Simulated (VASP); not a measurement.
# P (Immm) in VASP: a series of runs

The runs below take P through single point, relaxation of cell and atoms, with PBE.

All numbers are computed with VASP 6.6.1; they aren't measurements. Logs are shortened: lines on timing, memory, paths and dates and some standing lists are left out, and cuts for length are marked.

## Step 1: The cell of the first run

The structure is orthorhombic, space group Immm (No. 71). Conventional cell: a = 4.000 Å, b = 4.945 Å, c = 5.240 Å, α = 90.00°, β = 90.00°, γ = 90.00°. Within 3.2 Å of P (site symmetry mmm) lie 8 P at 2.44 to 2.83 Å. Within 2.8 Å of P (site symmetry m2m) lie 4 P at 2.15 to 2.79 Å.

## Step 2: Single point, PBE

INCAR reads:

```
ALGO = Normal
EDIFF = 1E-6
ENCUT = 520
GGA = PE
ISIF = 2
ISMEAR = 0
LASPH = T
LCHARG = F
LREAL = F
LWAVE = F
NBANDS = 14
NELM = 100
PREC = Accurate
SIGMA = 0.1
```

KPOINTS reads:

```
k-points
0
Gamma
  6 6 6
```

POSCAR reads:

```
P
1.0
   -2.0001923013      2.4723517028      2.6198177155
    2.0001923013     -2.4723517028      2.6198177155
    2.0001923013      2.4723517028     -2.6198177155
P
3
Direct
    0.0000000000      0.0000000000      0.0000000000
    0.7177820996      0.5000000000      0.2177820996
    0.2822179004      0.5000000000      0.7822179004
```

Potentials or basis: VASP PAW PBE potentials, release 64 (P).

Run with:

```
$ cat potpaw_PBE.64/P/POTCAR > POTCAR
$ mpirun -np 1 vasp_std > vasp.out
```

OUTCAR:

```text
EDIFF = 1E-6
   ENCUT = 520
   GGA = PE
   ISIF = 2
   ISMEAR = 0
   LASPH = T
   LREAL = F
   NELM = 100
   PREC = Accurate

 ion  position               nearest neighbor table
   1  0.000  0.000  0.000-   3 2.44   2 2.44   3 2.44   2 2.44   3 2.83   2 2.83   2 2.83   3 2.83

   2  0.718  0.500  0.218-   3 2.15   1 2.44   1 2.44   3 2.79   1 2.83   1 2.83
   3  0.282  0.500  0.782-   2 2.15   1 2.44   1 2.44   2 2.79   1 2.83   1 2.83

  LATTYP: Found a body centered orthorhombic cell.
 ALAT       =     4.0003846026
 B/A-ratio  =     1.2360570037
 C/A-ratio  =     1.3097829213

  Lattice vectors:

 A1 = (  -2.0001923013,   2.4723517028,   2.6198177155)
 A2 = (   2.0001923013,  -2.4723517028,   2.6198177155)
 A3 = (   2.0001923013,   2.4723517028,  -2.6198177155)

Analysis of symmetry for initial positions (statically):
=====================================================================
 Subroutine PRICEL returns:
 Original cell was already a primitive cell.

 Routine SETGRP: Setting up the symmetry group for a
 body centered orthorhombic supercell.

 Subroutine GETGRP returns: Found  8 space group operations
 (whereof  8 operations were pure point group operations)
 out of a pool of  8 trial point group operations.

The static configuration has the point symmetry D_2h.

Analysis of symmetry for dynamics (positions and initial velocities):
=====================================================================
 Subroutine PRICEL returns:
 Original cell was already a primitive cell.

 Routine SETGRP: Setting up the symmetry group for a
 body centered orthorhombic supercell.

 Subroutine GETGRP returns: Found  8 space group operations
 (whereof  8 operations were pure point group operations)
 out of a pool of  8 trial point group operations.

The dynamic configuration has the point symmetry D_2h.

 Subroutine INISYM returns: Found  8 space group operations
 (whereof  8 operations are pure point group operations),
 and found     1 'primitive' translations

----------------------------------------------------------------------------------------

                                     Primitive cell

  volume of cell :      51.8219

  direct lattice vectors                    reciprocal lattice vectors
    -2.000192301  2.472351703  2.619817715     0.000000000  0.202236599  0.190852973
[... 91 lines left out ...]
   NSW    =      0    number of steps for IOM
   IBRION =     -1    ionic relax: 0-MD 1-quasi-New 2-CG
   NFREE  =      0    steps in history (QN), initial steepest desc. (CG)
   ISIF   =      2    stress and relaxation
   ISYM   =      2    0-nonsym 1-usesym 2-fastsym
   POTIM  = 0.5000    time-step for ionic-motion
   TEBEG  =    0.0;   TEEND  =   0.0 temperature during run
   PSTRESS=    0.0 pullay stress
   NELECT =      15.0000    total number of electrons
   NUPDOWN=      -1.0000    fix difference up-down
   EMIN   =  10.00;   EMAX   =-10.00  energy-range for DOS
   EFERMI =   0.00;   METHOD = LEGACY
   ISMEAR =     0;   SIGMA  =   0.10  broadening in eV -4-tet -1-fermi 0-gaus
   EFERMI_NEDOS =   21; number of points for ismear=-14 and -15
   IALGO  =     38    algorithm
   IMIX   =      4    mixing-type and parameters
     AMIX     =   0.40;   BMIX     =  1.00
     AMIX_MAG =   1.60;   BMIX_MAG =  1.00
  volume/ion in A,a.u.               =      17.27       116.57
  Fermi-wavevector in a.u.,A,eV,Ry     =   1.082931  2.046443 15.956098  1.172740
  Thomas-Fermi vector in A             =   2.218985
   LORBIT       =      0    0 simple, 1 ext, 2 COOP (PROOUT), +10 PAW based schemes
   GGA     = PE    functional components
   LHFCALC =     F    Hartree Fock is set to
   AEXX    =    0.0000 exact exchange contribution
   IVDW    =     0    specifies the selected vdW correction
   LEPSILON=     F    determine dielectric tensor
   LRPA    =     F    only Hartree local field effects (RPA)
 non-spin polarized calculation
 Gauss-broadening in eV      SIGMA  =   0.10
  energy-cutoff  :      520.00
  volume of cell :       51.82
 maximum number of plane-waves:      1409
 NGX is ok and might be reduce to    32
   NGX = 15   NGY = 15   NGZ = 15

 number of electron      14.9999999 magnetization

 Free energy of the ion-electron system (eV)
  ---------------------------------------------------
  ext. energy  EPLUGINS =         0.00000000
  ---------------------------------------------------
  free energy    TOTEN  =       -14.32646250 eV

  energy without entropy =      -14.32441758  energy(sigma->0) =      -14.32544004

 E-fermi :   7.5542     XC(G=0): -10.4291

 val. band max:        7.5279932251   @ k =   0.0000   0.1667  -0.0000
 cond. band min:       7.6597860712   @ k =  -0.3333  -0.1667   0.1667
 fundamental gap:      0.1317928460
 Fermi energy:         7.5542203114

 k-point     1 :       0.0000    0.0000    0.0000
  band No.  band energies     occupation
      1      -8.0822      2.00000
      2      -0.4534      2.00000
      3       0.2852      2.00000
      4       3.1336      2.00000
      5       4.1907      2.00000
      6       4.3940      2.00000
      7       5.3039      2.00000
      8       6.2636      2.00000
      9       6.7653      2.00000
     10       8.5235      0.00000
     11       8.5665      0.00000
     12      11.1573      0.00000
     13      12.2198      0.00000
     14      14.4915      0.00000
[... 377 lines left out ...]
      1      -5.2033      2.00000
      2      -4.1890      2.00000
      3      -2.9831      2.00000
      4       1.1913      2.00000
      5       3.9954      2.00000
      6       5.8077      2.00000
      7       6.4166      2.00000
      8       7.9156      0.00000
      9       8.2540      0.00000
     10       9.2481      0.00000
     11      11.9286      0.00000
     12      12.8315      0.00000
     13      13.3749      0.00000
     14      15.1786      0.00000

 [... further k-points ...]
[... 5 lines left out ...]
  --------------------------------------------------------------------------------------
  -------------------------------------------------------------------------------------
  Total       -0.0390652     -0.1128482     -0.0577720      0.0000000      0.0000000      0.0000000
  in kB       -1.2077796     -3.4889285     -1.7861363      0.0000000      0.0000000      0.0000000
  external PRESSURE =      -2.1609481 kB  Pullay stress =       0.0000000 kB

 VOLUME and BASIS-vectors are now :
 -----------------------------------------------------------------------------
  energy-cutoff  :      520.00
  volume of cell :       51.82
      direct lattice vectors                 reciprocal lattice vectors
    -2.000192301  2.472351703  2.619817715     0.000000000  0.202236599  0.190852973
     2.000192301 -2.472351703  2.619817715     0.249975965  0.000000000  0.190852973
     2.000192301  2.472351703 -2.619817715     0.249975965  0.202236599  0.000000000

 POSITION                                       TOTAL-FORCE (eV/Angst)
 -----------------------------------------------------------------------------------
      0.00000      0.00000      0.00000         0.000000     -0.000000     -0.000000
      0.00000      1.07687      2.61982        -0.000000     -0.023881     -0.000000
      2.00019      1.39548      0.00000        -0.000000      0.023881      0.000000
 -----------------------------------------------------------------------------------
    total drift:                                0.000000     -0.000000      0.000000

  FREE ENERGIE OF THE ION-ELECTRON SYSTEM (eV)
  ---------------------------------------------------
  free  energy   TOTEN  =       -14.3264624974 eV

  energy  without entropy=      -14.3244175783  energy(sigma->0) =      -14.32544004
```

OSZICAR:

```text
N       E                     dE             d eps       ncg     rms          rms(c)
DAV:   1     0.381237856276E+02    0.38124E+02   -0.60824E+03  1288   0.872E+02
DAV:   2    -0.119524691275E+02   -0.50076E+02   -0.45554E+02  1646   0.144E+02
DAV:   3    -0.143730412323E+02   -0.24206E+01   -0.23802E+01  1738   0.300E+01
DAV:   4    -0.143998053227E+02   -0.26764E-01   -0.26753E-01  1540   0.384E+00
DAV:   5    -0.144002134392E+02   -0.40812E-03   -0.40810E-03  1774   0.455E-01    0.805E+00
DAV:   6    -0.143439992490E+02    0.56214E-01   -0.47636E-02  1558   0.143E+00    0.479E+00
DAV:   7    -0.143262438909E+02    0.17755E-01   -0.47935E-02  1606   0.131E+00    0.412E-01
DAV:   8    -0.143263764717E+02   -0.13258E-03   -0.48192E-03  1552   0.459E-01    0.176E-01
DAV:   9    -0.143264273834E+02   -0.50912E-04   -0.29576E-04  1684   0.114E-01    0.795E-02
DAV:  10    -0.143264552896E+02   -0.27906E-04   -0.58581E-05  1564   0.482E-02    0.154E-02
DAV:  11    -0.143264618088E+02   -0.65193E-05   -0.87177E-06  1654   0.202E-02    0.657E-03
DAV:  12    -0.143264624974E+02   -0.68859E-06   -0.16935E-06  1430   0.878E-03
   1 F= -.14326462E+02 E0= -.14325440E+02  d E =-.204492E-02
```

stdout:

```text
POSCAR found type information on POSCAR P
 POSCAR found :  1 types and       3 ions
 scaLAPACK will be used
 LDA part: xc-table for (Slater+PW92), standard interpolation
 POSCAR, INCAR and KPOINTS ok, starting setup
 FFT: planning ... GRIDC
 FFT: planning ... GRID_SOFT
 FFT: planning ... GRID
 WAVECAR not read
 entering main loop
```

It took 12 s on 1 thread of Intel Xeon 6975P-C (Granite Rapids), shared host; peak memory 0.16 GiB.

What came out:

```
Free energy   : -14.3265 eV
Pressure      : -0.2 GPa
Largest force : 0.024 eV/Å
```

Forces in eV/Å, atoms in the order of the input:
```
P    0.000  0.000  0.000
P    0.000 -0.024  0.000
P    0.000  0.024  0.000
```

## Step 3: Single point, PBE

This run uses another cell than the first one, of 19.03 Å³/atom, 1.102 times its volume.

INCAR reads:

```
ALGO = Normal
EDIFF = 1E-6
ENCUT = 520
GGA = PE
ISIF = 2
ISMEAR = 0
LASPH = True
LCHARG = True
LELF = True
LREAL = False
LVHAR = True
LWAVE = False
NBANDS = 14
NELM = 100
PREC = Accurate
SIGMA = 0.1
```

KPOINTS is that of step 2.

POSCAR reads:

```
P
1.0
   -2.0495372500      2.4964747300      2.7892002300
    2.0495372500     -2.4964747300      2.7892002300
    2.0495372500      2.4964747300     -2.7892002300
P
3
Direct
    0.0000000000      0.0000000000      0.0000000000
    0.6332160100      0.5000000000      0.1332160100
    0.3667839900      0.5000000000      0.8667839900
```

Potentials or basis: VASP PAW PBE potentials, release 64 (P).

Run with:

```
$ cat potpaw_PBE.64/P/POTCAR > POTCAR
$ mpirun -np 1 vasp_std > vasp.out
```

Run time: 13 s. Hardware: 1 thread of Intel Xeon 6975P-C (Granite Rapids), shared host; peak memory 0.17 GiB.

It converged, with:

* Free energy: 3.2257 eV
* Pressure: 102.1 GPa
* Largest force: 83.990 eV/Å

Forces in eV/Å, atoms in the order of the input:
```
P     0.000   0.000   0.000
P     0.000  83.990   0.000
P     0.000 -83.990   0.000
```

Stress tensor (GPa, compression positive):
```
 -6.16   0.00   0.00
  0.00 309.29   0.00
  0.00   0.00   3.08
```

Levels at points of the mesh, in eV from the Fermi level:
```
           k point  band 6  band 7  band 8  band 9  band 10  band 11
(0.00, 0.00, 0.00)   -1.49   -0.76   -0.23   -0.02     1.09     1.25
(0.50, 0.00, 0.00)   -3.99   -2.38   -1.69    0.89     4.30     4.89
(0.00, 0.50, 0.00)   -4.30   -3.30   -1.47    3.37     3.64     5.07
(0.50, 0.50, 0.00)   -2.04   -0.23   -0.12    1.75     1.89     3.43
(0.50, 0.50, 0.50)   -1.99    0.08    1.91    2.15     2.82     3.06
```

Caveat: forces of over 1 eV/Å act on the atoms, so gaps and moduli don't describe the material at rest.

## Step 4: Relaxation of cell and atoms, PBE

This run uses another cell than the first one, of 19.03 Å³/atom, 1.102 times its volume.

INCAR reads:

```
SYSTEM = P
PREC = Accurate ; ENCUT = 600
EDIFF = 1E-6 ; ISMEAR = 0
SIGMA = 0.1 ; LREAL = .FALSE.
LASPH = .TRUE. ; NELM = 80
ALGO = Normal ; ISIF = 3
LWAVE = .FALSE. ; LCHARG = .FALSE.
GGA = PE ; IBRION = 2
NSW = 90 ; EDIFFG = -0.04
```

KPOINTS reads:

```
Automatic mesh
0
G
  6 6 6
  0 0 0
```

POSCAR is that of step 3.

Run with:

```
$ cat potpaw_PBE.64/P/POTCAR > POTCAR
$ mpirun -np 1 vasp_std > vasp.out
```

Wall time 6.2 min (1 thread of Intel Xeon 6975P-C (Granite Rapids), shared host); peak memory 0.21 GiB.

The run converged. Its results:

```
Free energy                            : -14.8687 eV
Relaxed volume                         : 17.03 Å³/atom
Relaxed cell                           : a = 5.260 Å, b = 5.260 Å, c = 5.260 Å, α = 150.88°, β = 55.85°, γ = 133.46°
Space group after relaxing (to 0.05 Å) : Immm (No. 71)
Energy gained by relaxing              : 6031.0 meV/atom
Ionic steps                            : 45
Pressure after relaxing                : -0.1 GPa
Largest force after relaxing           : 0.011 eV/Å
```

Forces in eV/Å, atoms in the order of the input:
```
P    0.000  0.000  0.000
P    0.000  0.011  0.000
P    0.000 -0.011  0.000
```

Stress tensor (GPa, compression positive):
```
 0.11  0.00  0.00
 0.00 -0.05  0.00
 0.00  0.00 -0.29
```

The path:
| step | energy change (eV) | largest force (eV/Å) | pressure (GPa) | volume (Å³) |
| --- | --- | --- | --- | --- |
| 1 | 0.0000 | 83.9870 | 102.08 | 57.09 |
| 3 | -12.7171 | 4.2249 | -10.28 | 138.58 |
| 5 | -14.2681 | 0.8460 | -5.42 | 147.80 |
| 7 | -14.2856 | 1.7852 | -7.34 | 145.57 |
| 9 | -15.1014 | 2.8516 | -3.10 | 126.28 |
| 11 | 4.6022 | 35.5116 | 229.25 | 41.51 |
| 13 | -16.4267 | 3.9896 | 5.81 | 81.84 |
| 15 | -16.9481 | 0.3529 | 1.08 | 76.76 |
| 17 | -17.0414 | 0.5338 | -2.01 | 78.25 |
| 19 | -17.1229 | 0.3013 | -3.39 | 76.76 |
| 21 | -17.8575 | 1.0316 | -3.45 | 60.19 |
| 23 | -17.8933 | 0.9714 | -2.78 | 59.43 |
| 25 | -17.9419 | 0.4491 | -0.02 | 56.23 |
| 27 | -17.9441 | 0.2275 | 0.73 | 55.63 |
| 29 | -18.0249 | 0.2723 | -1.39 | 57.25 |
| 31 | -18.0311 | 0.1630 | -1.92 | 57.87 |
| 33 | -18.0413 | 0.2448 | -0.38 | 56.90 |
| 35 | -18.0519 | 0.1808 | 0.06 | 55.78 |
| 37 | -18.0618 | 0.0986 | 0.93 | 54.02 |
| 39 | -18.0766 | 0.0680 | 0.55 | 53.19 |
| 41 | -18.0823 | 0.0333 | -0.03 | 49.81 |
| 43 | -18.0919 | 0.0410 | 0.15 | 51.23 |
| 45 | -18.0929 | 0.0109 | -0.07 | 51.10 |

Final structure:
```
CELL_PARAMETERS angstrom
-1.32233 4.64798 2.07836
1.32233 -4.64798 2.07836
1.32233 4.64798 -2.07836
ATOMIC_POSITIONS crystal
P 0.00000 0.00000 0.00000
P 0.37859 0.50000 0.87859
P 0.62141 0.50000 0.12141
```

Levels at points of the mesh, in eV from the Fermi level:
```
           k point  band 3  band 4  band 5  band 6  band 7  band 8  band 9  band 10  band 11
(0.00, 0.00, 0.00)   -8.36   -7.24   -5.85   -2.73   -2.32    2.75    5.41     5.91     6.73
(0.50, 0.00, 0.00)  -10.13   -6.51   -3.75   -0.33    1.79    1.96    3.87     4.75     6.46
(0.00, 0.50, 0.00)   -6.76   -6.23   -5.36   -4.04   -2.64   -2.06    2.47     2.68     4.76
(0.50, 0.50, 0.00)   -7.11   -5.31   -4.79   -4.07   -2.11   -1.45    0.18     0.86     2.98
(0.50, 0.50, 0.50)   -8.33   -7.52   -2.54   -1.13   -0.86    1.20    2.50     2.77     5.56
```

## Step 5: Summary

```csv
task,cell,cutoff (eV),gap on the mesh (eV),pressure (GPa),largest force (eV/Å)
single point,"a = 4.120 Å, angles 121.9, 106.3, 101.0°, 3 atoms",520,none,-0.2,0.02
single point,"a = 4.268 Å, angles 122.6, 108.4, 98.4°, 3 atoms",520,none,102.1,83.99
relaxation of cell and atoms,"relaxed from a = 4.268 Å, angles 122.6, 108.4, 98.4°, 3 atoms",600,none,-0.1,0.01
```

Alike in all rows: level PBE; potentials or basis VASP PAW PBE potentials, release 64 (P); no spin polarisation; k mesh 6 × 6 × 6; smearing gaussian 0.1 eV.

Caveats: forces of over 1 eV/Å act on the atoms, so gaps and moduli don't describe the material at rest (some runs).

Total energies depend on the potentials used, so only differences within one code and one set of settings carry meaning.
